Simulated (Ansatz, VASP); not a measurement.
# One calculation of BeCu2GeSe4, two programs

```
Cu Be Ge Se
1.0
    -2.75174    2.75174    5.34963
     2.75174   -2.75174    5.34963
     2.75174    2.75174   -5.34963
Cu Be Ge Se
2 1 1 4
Direct
  0.00000 0.00000 0.00000
  0.75000 0.25000 0.50000
  0.25000 0.75000 0.50000
  0.50000 0.50000 0.00000
  0.12991 0.63039 0.02362
  0.36961 0.39323 0.49952
  0.60677 0.10629 0.97638
  0.89371 0.87009 0.50048
```

Alike in both runs: task single point; functional r2SCAN; k mesh 6 × 6 × 6; no spin polarisation.

|  | VASP | Ansatz |
| --- | --- | --- |
| version | VASP 6.6.1 | Ansatz 0.2.0 |
| potentials or method | VASP PAW PBE potentials, release 64 (Cu, Be, Ge_d, Se) | plane waves, PAW |
| plane-wave cutoff (eV) | 520 | 500 |
| occupations | gaussian, width 0.01 eV | fixed |
| valence electrons in the cell | 62 | 118 |

```csv
,VASP,Ansatz,Ansatz less VASP
gap on the k mesh at the Fermi level (eV),0.62,0.62,0.000
pressure (GPa),0.1,0.0,-0.11
```

VASP's potentials were made for PBE, not for r2SCAN. VASP's potentials hold 62 valence electrons a cell and Ansatz's 118, so a difference there can come from the potentials and not from the codes.
